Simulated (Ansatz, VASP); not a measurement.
## TePb: VASP beside Ansatz

```
Pb Te
1.0
     0.00000    3.26784    3.26784
     3.26784    0.00000    3.26784
     3.26784    3.26784    0.00000
Pb Te
1 1
Direct
  0.00000 0.00000 0.00000
  0.50000 0.50000 0.50000
```

Alike in both runs: task single point; functional PBE-based global hybrid; k mesh 4 × 4 × 4; no spin polarisation.

```csv
,VASP,Ansatz
version,VASP 6.6.1,Ansatz 0.2.0
potentials or method,"VASP PAW PBE potentials, release 64 (Pb_d, Te)",plane waves
plane-wave cutoff (eV),520,420
occupations,"gaussian, width 0.01 eV",fixed
valence electrons in the cell,20,30
```

|  | VASP | Ansatz | Ansatz less VASP |
| --- | --- | --- | --- |
| gap on the k mesh at the Fermi level (eV) | 1.40 | 1.38 | -0.018 |
| pressure (GPa) | -0.1 | 0.0 | +0.18 |

VASP's potentials were made for PBE, not for PBE-based global hybrid. VASP's potentials hold 20 valence electrons a cell and Ansatz's 30, so a difference there can come from the potentials and not from the codes. Ansatz's warnings: stress exchange threshold loose, stress scf threshold loose.

Spin-orbit coupling is off throughout.
